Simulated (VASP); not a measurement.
Input of a VASP 6.6.1 run:

INCAR

```
PREC     = Accurate       # precision mode
ENCUT    = 600            # plane-wave cutoff, eV
EDIFF    = 1E-6           # SCF threshold, eV
ISMEAR   = -1             # smearing method
SIGMA    = 0.1            # smearing width, eV
LREAL    = F              # projectors in reciprocal space
LASPH    = T              # aspherical terms in the spheres
NELM     = 80             # most SCF steps
ALGO     = Normal         # electronic algorithm
ISIF     = 3              # what is computed and relaxed
LWAVE    = F              # write WAVECAR
LCHARG   = F              # write CHGCAR
GGA      = PE             # functional
IBRION   = 2              # ionic algorithm
NSW      = 80             # ionic steps
EDIFFG   = -0.01          # ionic threshold
```

KPOINTS

```
Automatic mesh
0
Gamma
  18 18 18
```

File POSCAR:

```
B
1.0
    0.0000000000      1.4853449006      1.4853449006
    1.4853449006      0.0000000000      1.4853449006
    1.4853449006      1.4853449006      0.0000000000
B
1
Direct
    0.0000000000      0.0000000000      0.0000000000
```

Potentials or basis: VASP PAW PBE potentials, release 64 (B).

Launch:

```bash
$ cat potpaw_PBE.64/B/POTCAR > POTCAR
$ mpirun -np 1 vasp_std > vasp.out
```

Q: Predict the space group after relaxing (to 0.05 Å).

A: Fm-3m (No. 225).

Q: What does it give for the relaxed volume?

A: 5.88 Å³/atom.

Q: What does it give for the relaxed cell?

A: a = 2.026 Å, b = 2.026 Å, c = 2.026 Å, α = 60.00°, β = 60.00°, γ = 60.00°.

Step by step:
```
step  energy change (eV)  largest force (eV/Å)  pressure (GPa)  volume (Å³)
   1              0.0000                0.0000          -23.69         6.55
   2             -0.0474                0.0000           10.51         5.68
   3             -0.0540                0.0000            0.06         5.88
```
